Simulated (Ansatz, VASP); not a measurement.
Two plane-wave programs on PtS2

```
Pt S
1.0
     3.55264    0.00000    0.00000
    -1.77632    3.07668    0.00000
     0.00000    0.00000    5.12271
Pt S
1 2
Cartesian
  0.0000 0.0000 0.0000
  0.0000 2.0511 1.2257
  1.7763 1.0256 3.8971
```

Alike in both runs: task single point; functional r2SCAN; k mesh 12 × 12 × 6; no spin polarisation.

|  | VASP | Ansatz |
| --- | --- | --- |
| version | VASP 6.6.1 | Ansatz 0.2.0 |
| potentials or method | VASP PAW PBE potentials, release 64 (Pt, S) | plane waves, PAW |
| plane-wave cutoff (eV) | 520 | 500 |
| occupations | gaussian, width 0.01 eV | fixed |
| valence electrons in the cell | 22 | 30 |

|  | VASP | Ansatz | Ansatz less VASP |
| --- | --- | --- | --- |
| gap on the k mesh at the Fermi level (eV) | 0.87 | 0.87 | +0.006 |
| pressure (GPa) | 1.2 | 1.3 | +0.08 |
| rms of the force components (eV/Å) | 0.023 | 0.021 | -0.0023 |

VASP's potentials were made for PBE, not for r2SCAN. Atom by atom the forces differ by 0.002 eV/Å (rms over components). VASP's potentials hold 22 valence electrons a cell and Ansatz's 30, so a difference there can come from the potentials and not from the codes.

Neither program's run includes spin-orbit coupling.
